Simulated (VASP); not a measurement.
Input of a VASP 6.6.1 run:

File INCAR:

```
SYSTEM = B
PREC = Accurate
ENCUT = 520
EDIFF = 1E-8
ISMEAR = -1
SIGMA = 0.05
LREAL = .FALSE.
LASPH = .TRUE.
NELM = 60
ALGO = Normal
ISIF = 2
LWAVE = .FALSE.
LCHARG = .FALSE.
GGA = CA
LEFG = .TRUE.
NBANDS = 10
```

File KPOINTS:

```
regular mesh
0
G
  13 13 13
  0 0 0
```

Contents of POSCAR:

```
B
1.0
    0.0000000000      2.0103628793      2.0103628793
    2.0103628793      0.0000000000      2.0103628793
    2.0103628793      2.0103628793      0.0000000000
B
2
Direct
   -0.1700000000     -0.1100000000     -0.1100000000
    0.1700000000      0.1100000000      0.1100000000
```

Potentials or basis: VASP PAW LDA potentials, release 64 (B).

Command:

```console
$ cat potpaw_LDA.64/B/POTCAR > POTCAR
$ mpirun -np 1 vasp_std > vasp.out
```

(1) Estimate the largest force.

(2) What does it give for the pressure?

(3) Estimate the band gap on the k mesh.

Results:

(1) 3.165 eV/Å.

(2) 5.4 GPa.

(3) zero (band 3 reaches 9.41 eV, above the bottom of band 4 at 1.39 eV).

Caveat: the cell differs from its parent crystal (shortest bond scaled by 0.88); without QUAD_EFG the Cq values of the log hold for a quadrupole moment of 1 mb, not for the nuclei; forces of over 1 eV/Å act on the atoms, so gaps and moduli don't describe the material at rest.
